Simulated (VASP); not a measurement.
# Sn (I4_1/amd) in VASP: further runs

The runs below take Sn through single point, with PBEsol.

Everything below comes from runs of VASP 6.6.1. Logs are shortened: lines on timing, memory, paths and dates and some standing lists are left out, and cuts for length are marked.

## 1. The cell of the first run

It takes space group I4_1/amd (No. 141, tetragonal). The conventional cell has a = 5.457 Å, b = 5.457 Å, c = 2.915 Å, α = 90.00°, β = 90.00°, γ = 90.00°. Within 3.7 Å of Sn (site symmetry -4m2) lie 10 Sn at 2.82 to 3.50 Å.

## 2. Single point, PBEsol

Contents of INCAR:

```
SYSTEM = Sn
PREC = Accurate
ENCUT = 520
EDIFF = 1E-7
ISMEAR = -1
SIGMA = 0.05
LREAL = .False.
LASPH = .True.
NELM = 100
ALGO = Normal
ISIF = 2
LWAVE = .False.
LCHARG = .False.
GGA = PS
NBANDS = 21
```

Contents of KPOINTS:

```
regular mesh
0
Gamma
  9 9 9
  0 0 0
```

Contents of POSCAR:

```
Sn
1.0
   -2.7286964230      2.7286964230      1.4576361660
    2.7286964230     -2.7286964230      1.4576361660
    2.7286964230      2.7286964230     -1.4576361660
Sn
2
Direct
    0.0000000000      0.0000000000      0.0000000000
    0.7500000000      0.2500000000      0.5000000000
```

Potentials or basis: VASP PAW PBE potentials, release 64 (Sn_d).

Launch:

```sh
> cat potpaw_PBE.64/Sn_d/POTCAR > POTCAR
> mpirun -np 1 vasp_std > vasp.out
```

OUTCAR:

```text
SYSTEM = Sn
   PREC = Accurate
   ENCUT = 520
   EDIFF = 1E-7
   ISMEAR = -1
   LREAL = .False.
   LASPH = .True.
   NELM = 100
   ISIF = 2
   GGA = PS

 ion  position               nearest neighbor table
   1  0.000  0.000  0.000-   2 2.82   2 2.82   2 2.82   2 2.82   2 3.50   2 3.50   2 3.50   2 3.50

   2  0.750  0.250  0.500-   1 2.82   1 2.82   1 2.82   1 2.82   1 3.50   1 3.50   1 3.50   1 3.50

  LATTYP: Found a body centered tetragonal cell.
 ALAT       =     5.4573928460
 C/A-ratio  =     0.5341877366

  Lattice vectors:

 A1 = (  -2.7286964230,   2.7286964230,   1.4576361660)
 A2 = (   2.7286964230,  -2.7286964230,   1.4576361660)
 A3 = (   2.7286964230,   2.7286964230,  -1.4576361660)

Analysis of symmetry for initial positions (statically):
=====================================================================
 Subroutine PRICEL returns:
 Original cell was already a primitive cell.

 Routine SETGRP: Setting up the symmetry group for a
 body centered tetragonal supercell.

 Subroutine GETGRP returns: Found 16 space group operations
 (whereof  8 operations were pure point group operations)
 out of a pool of 16 trial point group operations.

The static configuration has the point symmetry D_2d.
 The point group associated with its full space group is D_4h.

Analysis of symmetry for dynamics (positions and initial velocities):
=====================================================================
 Subroutine PRICEL returns:
 Original cell was already a primitive cell.

 Routine SETGRP: Setting up the symmetry group for a
 body centered tetragonal supercell.

 Subroutine GETGRP returns: Found 16 space group operations
 (whereof  8 operations were pure point group operations)
 out of a pool of 16 trial point group operations.

The dynamic configuration has the point symmetry D_2d.
 The point group associated with its full space group is D_4h.

 Subroutine INISYM returns: Found 16 space group operations
 (whereof  8 operations are pure point group operations),
 and found     1 'primitive' translations

----------------------------------------------------------------------------------------

                                     Primitive cell

  volume of cell :      43.4130

  direct lattice vectors                    reciprocal lattice vectors
    -2.728696423  2.728696423  1.457636166     0.000000000  0.183237679  0.343021127
     2.728696423 -2.728696423  1.457636166     0.183237679  0.000000000  0.343021127
     2.728696423  2.728696423 -1.457636166     0.183237679  0.183237679  0.000000000

  length of vectors
     4.125078367  4.125078367  4.125078367     0.388895282  0.388895282  0.259137211

  position of ions in fractional coordinates (direct lattice)
     0.000000000  0.000000000  0.000000000
     0.750000000  0.250000000  0.500000000

  ion indices of the primitive-cell ions
   primitive index   ion index
                 1           1
                 2           2

----------------------------------------------------------------------------------------

 KPOINTS: regular mesh

Automatic generation of k-mesh.
 Grid dimensions read from file:
 generate k-points for:    9    9    9

 Generating k-lattice:

  Cartesian coordinates                     Fractional coordinates (reciprocal lattice)
     0.000000000  0.020359742  0.038113459     0.111111111 -0.000000000  0.000000000
     0.020359742  0.000000000  0.038113459    -0.000000000  0.111111111  0.000000000
     0.020359742  0.020359742  0.000000000     0.000000000  0.000000000  0.111111111

  Length of vectors
     0.043210587  0.043210587  0.028793023

  Shift w.r.t. Gamma in fractional coordinates (k-lattice)
     0.000000000  0.000000000  0.000000000

 Subroutine IBZKPT returns following result:
 ===========================================

 Found     75 irreducible k-points:

 Following reciprocal coordinates:
            Coordinates               Weight
  0.000000  0.000000  0.000000      1.000000
  0.111111  0.000000 -0.000000      8.000000
  0.222222  0.000000 -0.000000      8.000000
  0.333333  0.000000 -0.000000      8.000000
  0.444444  0.000000 -0.000000      8.000000
  0.111111  0.111111 -0.000000      8.000000
[... 16 lines left out ...]
 -0.333333  0.333333  0.000000      4.000000
  0.444444  0.444444 -0.000000      8.000000
 [... further k-points ...]
   k-points           NKPTS =     75   k-points in BZ     NKDIM =     75   number of bands    NBANDS=     21
   number of dos      NEDOS =    301   number of ions     NIONS =      2
   total plane-waves  NPLWV =  32768
   dimension x,y,z NGX =    32 NGY =   32 NGZ =   32
   dimension x,y,z NGXF=    64 NGYF=   64 NGZF=   64
   ions per type =               2
   NGX,Y,Z   is equivalent  to a cutoff of  12.90, 12.90, 12.90 a.u.
   NGXF,Y,Z  is equivalent  to a cutoff of  25.79, 25.79, 25.79 a.u.
 SYSTEM =  Sn
   PREC   = accura    normal or accurate (medium, high low for compatibility)
   ISTART =      0    job   : 0-new  1-cont  2-samecut
   ICHARG =      2    charge: 1-file 2-atom 10-const
   ISPIN  =      1    spin polarized calculation?
   LNONCOLLINEAR =      F non collinear calculations
   LSORBIT =      F    spin-orbit coupling
   LASPH  =      T    aspherical Exc in radial PAW
   ENCUT  =  520.0 eV  38.22 Ry    6.18 a.u.   7.67  7.67  7.67*2*pi/ulx,y,z
   NELM   =    100;   NELMIN=  2; NELMDL= -5     # of ELM steps
   EDIFF  = 0.1E-06   stopping-criterion for ELM
   LREAL  =      F    real-space projection
   EDIFFG = 0.1E-05   stopping-criterion for IOM
   NSW    =      0    number of steps for IOM
   IBRION =     -1    ionic relax: 0-MD 1-quasi-New 2-CG
   NFREE  =      0    steps in history (QN), initial steepest desc. (CG)
   ISIF   =      2    stress and relaxation
   ISYM   =      2    0-nonsym 1-usesym 2-fastsym
   POTIM  = 0.5000    time-step for ionic-motion
   TEBEG  =    0.0;   TEEND  =   0.0 temperature during run
   PSTRESS=    0.0 pullay stress
   NELECT =      28.0000    total number of electrons
   NUPDOWN=      -1.0000    fix difference up-down
   EMIN   =  10.00;   EMAX   =-10.00  energy-range for DOS
   EFERMI =   0.00;   METHOD = LEGACY
   ISMEAR =    -1;   SIGMA  =   0.05  broadening in eV -4-tet -1-fermi 0-gaus
   EFERMI_NEDOS =   21; number of points for ismear=-14 and -15
   IALGO  =     38    algorithm
   IMIX   =      4    mixing-type and parameters
     AMIX     =   0.40;   BMIX     =  1.00
     AMIX_MAG =   1.60;   BMIX_MAG =  1.00
  volume/ion in A,a.u.               =      21.71       146.48
  Fermi-wavevector in a.u.,A,eV,Ry     =   1.414450  2.672923 27.220758  2.000669
  Thomas-Fermi vector in A             =   2.535991
   LORBIT       =      0    0 simple, 1 ext, 2 COOP (PROOUT), +10 PAW based schemes
   GGA     = PS    functional components
   LHFCALC =     F    Hartree Fock is set to
   AEXX    =    0.0000 exact exchange contribution
   IVDW    =     0    specifies the selected vdW correction
   LEPSILON=     F    determine dielectric tensor
   LRPA    =     F    only Hartree local field effects (RPA)
 non-spin polarized calculation
  energy-cutoff  :      520.00
  volume of cell :       43.41
 maximum number of plane-waves:      1190
   NGX = 15   NGY = 15   NGZ = 15

 number of electron      28.0000009 magnetization

 Free energy of the ion-electron system (eV)
  ---------------------------------------------------
  ext. energy  EPLUGINS =         0.00000000
  ---------------------------------------------------
  free energy    TOTEN  =        -7.99116854 eV

  energy without entropy =       -7.98631088  energy(sigma->0) =       -7.98873971

 E-fermi :  10.9409     XC(G=0): -11.5476

 val. band max:       10.9121241263   @ k =   0.4444   0.4444  -0.0000
 cond. band min:      10.9418962203   @ k =   0.3333   0.3333   0.0000
 fundamental gap:      0.0297720940
 Fermi energy:        10.9408906378

 k-point     1 :       0.0000    0.0000    0.0000
  band No.  band energies     occupation
      1     -11.1188      2.00000
      2     -10.9950      2.00000
      3     -10.9164      2.00000
      4     -10.9162      2.00000
      5     -10.5621      2.00000
      6     -10.5621      2.00000
[... 13 lines left out ...]
     20      21.7408      0.00000
     21      22.5743      0.00000

 k-point     2 :       0.1111    0.0000   -0.0000
  band No.  band energies     occupation
      1     -11.1046      2.00000
      2     -10.9438      2.00000
      3     -10.8971      2.00000
      4     -10.8532      2.00000
      5     -10.6042      2.00000
      6     -10.5972      2.00000
[... 13 lines left out ...]
     20      20.4162      0.00000
     21      20.6286      0.00000

 k-point     3 :       0.2222    0.0000   -0.0000
  band No.  band energies     occupation
      1     -11.0630      2.00000
      2     -10.8496      2.00000
      3     -10.8340      2.00000
      4     -10.7389      2.00000
      5     -10.6814      2.00000
      6     -10.6128      2.00000
[... 13 lines left out ...]
     20      18.9825      0.00000
     21      20.0909      0.00000

 k-point     4 :       0.3333    0.0000   -0.0000
  band No.  band energies     occupation
      1     -11.0179      2.00000
      2     -10.8212      2.00000
      3     -10.7901      2.00000
      4     -10.7633      2.00000
      5     -10.7270      2.00000
      6     -10.6417      2.00000
[... 13 lines left out ...]
     20      18.0192      0.00000
     21      21.5840      0.00000

 k-point     5 :       0.4444    0.0000   -0.0000
  band No.  band energies     occupation
      1     -10.9891      2.00000
      2     -10.8508      2.00000
      3     -10.8488      2.00000
      4     -10.7640      2.00000
      5     -10.6972      2.00000
      6     -10.6766      2.00000
[... 13 lines left out ...]
     20      20.0557      0.00000
     21      22.6430      0.00000

 k-point     6 :       0.1111    0.1111   -0.0000
  band No.  band energies     occupation
      1     -11.0769      2.00000
      2     -10.8619      2.00000
      3     -10.8263      2.00000
      4     -10.7181      2.00000
      5     -10.6686      2.00000
      6     -10.6522      2.00000
[... 13 lines left out ...]
     20      18.9594      0.00000
     21      19.2925      0.00000

 k-point     7 :       0.2222    0.1111   -0.0000
  band No.  band energies     occupation
      1     -11.0375      2.00000
      2     -10.8218      2.00000
      3     -10.8027      2.00000
      4     -10.7236      2.00000
      5     -10.7095      2.00000
      6     -10.6578      2.00000
[... 13 lines left out ...]
     20      18.4057      0.00000
     21      20.1638      0.00000
[... 291 lines left out ...]
      1     -10.9554      2.00000
      2     -10.8631      2.00000
      3     -10.7951      2.00000
      4     -10.7501      2.00000
      5     -10.6789      2.00000
      6     -10.5739      2.00000
[... 13 lines left out ...]
     20      20.0670      0.00000
     21      22.1037      0.00000

 k-point    21 :       0.4444    0.3333    0.0000
  band No.  band energies     occupation
      1     -10.9155      2.00000
      2     -10.8600      2.00000
      3     -10.8386      2.00000
      4     -10.7702      2.00000
      5     -10.6787      2.00000
      6     -10.5889      2.00000
[... 13 lines left out ...]
     20      22.0183      0.00000
     21      23.3434      0.00000

 k-point    22 :      -0.4444    0.3333   -0.0000
  band No.  band energies     occupation
      1     -10.9628      2.00000
      2     -10.9334      2.00000
      3     -10.9120      2.00000
      4     -10.7278      2.00000
      5     -10.7167      2.00000
      6     -10.5727      2.00000
[... 13 lines left out ...]
     20      23.5163      0.00000
     21      24.6326      0.00000

 k-point    23 :      -0.3333    0.3333    0.0000
  band No.  band energies     occupation
      1     -11.0079      2.00000
      2     -10.9723      2.00000
      3     -10.9607      2.00000
      4     -10.7764      2.00000
      5     -10.6592      2.00000
      6     -10.5460      2.00000
[... 13 lines left out ...]
     20      22.3270      0.00000
     21      22.4777      0.00000

 k-point    24 :       0.4444    0.4444   -0.0000
  band No.  band energies     occupation
      1     -10.9548      2.00000
      2     -10.9510      2.00000
      3     -10.8150      2.00000
      4     -10.8107      2.00000
      5     -10.6490      2.00000
      6     -10.6359      2.00000
[... 13 lines left out ...]
     20      22.8823      0.00000
     21      24.2245      0.00000

 [... further k-points ...]

------------------------ aborting loop because EDIFF is reached ----------------------------------------

  FORCE on cell =-STRESS in cart. coord.  units (eV):
  Direction    XX          YY          ZZ          XY          YZ          ZX
  --------------------------------------------------------------------------------------
  -------------------------------------------------------------------------------------
  Total        5.3978240      5.3978240      5.4096724      0.0000000      0.0000000      0.0000000
  in kB      199.2093582    199.2093582    199.6466263      0.0000000      0.0000000      0.0000000
  external PRESSURE =     199.3551142 kB  Pullay stress =       0.0000000 kB

 VOLUME and BASIS-vectors are now :
 -----------------------------------------------------------------------------
  energy-cutoff  :      520.00
  volume of cell :       43.41
      direct lattice vectors                 reciprocal lattice vectors
    -2.728696423  2.728696423  1.457636166     0.000000000  0.183237679  0.343021127
     2.728696423 -2.728696423  1.457636166     0.183237679  0.000000000  0.343021127
     2.728696423  2.728696423 -1.457636166     0.183237679  0.183237679  0.000000000

 POSITION                                       TOTAL-FORCE (eV/Angst)
 -----------------------------------------------------------------------------------
      0.00000      0.00000      0.00000        -0.000000      0.000000      0.000000
      0.00000      2.72870      0.72882         0.000000     -0.000000     -0.000000
 -----------------------------------------------------------------------------------
    total drift:                                0.000000     -0.000000      0.000000

  FREE ENERGIE OF THE ION-ELECTRON SYSTEM (eV)
  ---------------------------------------------------
  free  energy   TOTEN  =        -7.9911685426 eV

  energy  without entropy=       -7.9863108778  energy(sigma->0) =       -7.98873971
```

It took 84 s on 1 thread of Intel Xeon 8259CL, shared host; peak memory 0.2 GiB.

What came out:

- Free energy: -7.9912 eV
- Pressure: 19.9 GPa
- Band gap on the k mesh: zero (bands 14 and 15 overlap by 5.25 eV)

Caveat: the cell stands under pressure; the PAW data sets were made with another functional, which shifts forces and pressure a little; spin-orbit coupling is left out, which moves the levels of the heavy elements.

## 3. Single point, PBEsol

This run uses another cell than the first one, of 23.58 Å³/atom.

Contents of INCAR:

```
ALGO = Normal
EDIFF = 1E-6
ENCUT = 520
GGA = PS
ISIF = 2
ISMEAR = -1
LASPH = T
LCHARG = F
LREAL = F
LWAVE = F
NBANDS = 21
NELM = 60
PREC = Accurate
SIGMA = 0.05
```

Contents of KPOINTS:

```
k-points
0
Gamma
  9 9 9
```

Contents of POSCAR:

```
Sn
1.0
   -2.8027941286      2.8027941286      1.5009109822
    2.8027941286     -2.8027941286      1.5009109822
    2.8027941286      2.8027941286     -1.5009109822
Sn
2
Direct
    0.0000000000      0.0000000000      0.0000000000
    0.7500000000      0.2500000000      0.5000000000
```

Potentials or basis: VASP PAW PBE potentials, release 64 (Sn_d).

Launch:

```sh
> cat potpaw_PBE.64/Sn_d/POTCAR > POTCAR
> mpirun -np 1 vasp_std > vasp.out
```

It took 76 s on 1 thread of Intel Xeon 8259CL, shared host; peak memory 0.21 GiB.

Results (log left out):

| Quantity | Value |
| --- | --- |
| Free energy | -8.3343 eV |
| Pressure | 9.9 GPa |
| Band gap on the k mesh | zero (bands 14 and 15 overlap by 4.71 eV) |

Levels at points of the mesh, in eV from the Fermi level:
| k point | band 11 | band 12 | band 13 | band 14 | band 15 | band 16 | band 17 | band 18 |
| --- | --- | --- | --- | --- | --- | --- | --- | --- |
| (0.00, 0.00, 0.00) | -12.33 | -3.47 | -2.51 | -2.51 | 2.62 | 6.71 | 6.71 | 8.10 |

Caveat: the cell stands under pressure; the PAW data sets were made with another functional, which shifts forces and pressure a little; spin-orbit coupling is left out, which moves the levels of the heavy elements.

## 4. Single point, PBEsol

This run uses another cell than the first one, of 24.94 Å³/atom.

Contents of INCAR:

```
SYSTEM = Sn
PREC = Accurate
ENCUT = 520
EDIFF = 1E-6
ISMEAR = -1
SIGMA = 0.05
LREAL = .False.
LASPH = .True.
NELM = 60
ALGO = Normal
ISIF = 2
LWAVE = .False.
LCHARG = .True.
GGA = PS
LELF = .True.
LVHAR = .True.
NBANDS = 21
```

Contents of KPOINTS:

```
Automatic mesh
0
Gamma
  9 9 9
  0 0 0
```

Contents of POSCAR:

```
Sn
1.0
   -2.8506355258      2.8506355258      1.5343167382
    2.8506355258     -2.8506355258      1.5343167382
    2.8506355258      2.8506355258     -1.5343167382
Sn
2
Direct
    0.0000000000      0.0000000000      0.0000000000
    0.7500000000      0.2500000000      0.5000000000
```

Launch:

```sh
> cat potpaw_PBE.64/Sn_d/POTCAR > POTCAR
> mpirun -np 1 vasp_std > vasp.out
```

Run time: 80 s. Hardware: 1 thread of Intel Xeon 8259CL, shared host; peak memory 0.21 GiB.

The run converged. Its results:

| Property | Result |
| --- | --- |
| Free energy | -8.4595 eV |
| Pressure | 5.0 GPa |
| Band gap on the k mesh | zero (bands 14 and 15 overlap by 4.40 eV) |

Levels at points of the mesh, in eV from the Fermi level:
```
           k point  band 12  band 13  band 14  band 15  band 16  band 17
(0.00, 0.00, 0.00)    -3.57    -2.30    -2.30     2.74     6.50     6.50
```

Caveat: the cell stands under pressure; the PAW data sets were made with another functional, which shifts forces and pressure a little; spin-orbit coupling is left out, which moves the levels of the heavy elements.

## 5. Summary

```csv
cell,gap on the mesh (eV),pressure (GPa)
"a = 4.125 Å, angles 97.2, 97.2, 138.6°, 2 atoms",none,19.9
"a = 4.238 Å, angles 97.2, 97.2, 138.5°, 2 atoms",none,9.9
"a = 4.314 Å, angles 97.3, 97.3, 138.3°, 2 atoms",none,5.0
```

Alike in all rows: task single point; level PBEsol; potentials or basis VASP PAW PBE potentials, release 64 (Sn_d); no spin polarisation; k mesh 9 × 9 × 9; cutoff (eV) 520; smearing fermi-dirac 0.05 eV.

Caveats: the cell stands under pressure; the PAW data sets were made with another functional, which shifts forces and pressure a little; spin-orbit coupling is left out, which moves the levels of the heavy elements.

Total energies depend on the potentials used, so only differences within one code and one set of settings carry meaning.
